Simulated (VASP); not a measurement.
Here is a VASP 6.6.1 calculation.

POSCAR

```
NaCaI3
1.0
    6.0646387483      0.0000000000      0.0000000000
    0.0000000000      6.0646387483      0.0000000000
    0.0000000000      0.0000000000      6.0646387483
Na Ca I
1 1 3
Direct
    0.0000000000      0.0000000000      0.0000000000
    0.5000000000      0.5000000000      0.5000000000
    0.5000000000      0.5000000000      0.0000000000
    0.5000000000      0.0000000000      0.5000000000
    0.0000000000      0.5000000000      0.5000000000
```

INCAR.step1

```
PREC = Accurate ; ENCUT = 520
EDIFF = 1E-5 ; ISMEAR = 0
SIGMA = 0.01 ; LREAL = F
LASPH = T ; NELM = 80
ALGO = Normal ; ISIF = 2
LWAVE = T ; LCHARG = F
GGA = PE ; NBANDS = 27
```

INCAR.step2

```
PREC = Accurate ; ENCUT = 520
EDIFF = 1E-6 ; ISMEAR = 0
SIGMA = 0.01 ; LREAL = F
LASPH = T ; NELM = 80
ALGO = Normal ; ISIF = 2
LWAVE = F ; LCHARG = F
GGA = PE ; LHFCALC = T
HFSCREEN = 0.2079 ; PRECFOCK = Fast
ISTART = 1 ; NBANDS = 27
```

KPOINTS

```
Automatic mesh
0
Gamma
  2 2 2
```

Potentials or basis: VASP PAW PBE potentials, release 64 (Na_pv, Ca_sv, I).

The run is started by

```sh
$ cat potpaw_PBE.64/Na_pv/POTCAR potpaw_PBE.64/Ca_sv/POTCAR potpaw_PBE.64/I/POTCAR > POTCAR
$ cp INCAR.step1 INCAR
$ mpirun -np 1 vasp_std > vasp.out
$ cp INCAR.step2 INCAR
$ mpirun -np 1 vasp_std > vasp.out
```

Task: Predict the pressure.

Result: 0.8 GPa.

Task: What does it give for the band gap on the k mesh?

Result: 3.33 eV (least direct gap 3.69 eV).

Caveat: the k points lie up to 0.52 Å⁻¹ apart; the cell differs from its parent crystal (strain -1.0%); the PAW data sets were made with another functional, which shifts forces and pressure a little; spin-orbit coupling is left out, which moves the levels of the heavy elements. A k mesh can miss the band edges.
